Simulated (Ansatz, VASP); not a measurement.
## Two plane-wave programs on Hf

The input INCAR:

```
SYSTEM = Hf
PREC = Accurate ; ENCUT = 500
EDIFF = 1E-7 ; ISMEAR = 0
SIGMA = 0.1 ; LREAL = .FALSE.
LASPH = .TRUE. ; NELM = 120
ALGO = Normal ; ISIF = 3
LWAVE = .FALSE. ; LCHARG = .FALSE.
GGA = PE ; IBRION = 2
NSW = 100 ; EDIFFG = -0.005
GGA_COMPAT = .FALSE. ; NELMIN = 4
```

File KPOINTS:

```
regular mesh
0
G
  16 16 16
  0 0 0
```

POSCAR

```
Hf
1.0
    0.0000000000      2.2200000000      2.2200000000
    2.2200000000      0.0000000000      2.2200000000
    2.2200000000      2.2200000000      0.0000000000
Hf
1
Direct
    0.0000000000      0.0000000000      0.0000000000
```

Input for Ansatz:

```yaml
crystal:
  lattice:
    - [0.0, 2.22, 2.22]
    - [2.22, 0.0, 2.22]
    - [2.22, 2.22, 0.0]
  atoms:
    - { symbol: Hf, position: [0.0, 0.0, 0.0] }
basis:
  ecutwfc: 420
kpoints:
  mp_grid: { grid: [16, 16, 16] }
hamiltonian:
  xc: pbe
scf:
  occupations: { method: gaussian, width: 0.1 }
output:
  forces: true
  stress: true
  eigenvalues: true
  write_density: true
  write_potential: true
  elf: true
  volumetric_format: npy
relax:
  adjacent_minimum: "off"
  f_tol: 0.005
  max_steps: 80
  cell: { stress_tol: 0.05 }
```

Alike in both runs: task relaxation of cell and atoms; functional PBE; k mesh 16 × 16 × 16; occupations gaussian, width 0.1 eV; no spin polarisation.

```csv
,VASP,Ansatz
version,VASP 6.6.1,Ansatz 0.2.0
potentials or method,"VASP PAW PBE potentials, release 64 (Hf_pv), cutoff 500 eV","scalar-relativistic, plane waves, PAW"
valence electrons in the cell,10,26
```

```tsv
	VASP	Ansatz	Ansatz less VASP
gap on the k mesh at the Fermi level, each at its own relaxed structure (eV)	none	none	-
relaxed volume (Å³/atom)	22.45	22.56	+0.104
relaxed cell length with the largest relative difference (Å)	3.167	3.172	+0.0049
```

A gap of «none» marks a metal or a gap that the smearing closes. VASP's potentials hold 10 valence electrons a cell and Ansatz's 26, so a difference there can come from the potentials and not from the codes.

Spin-orbit coupling is off throughout.
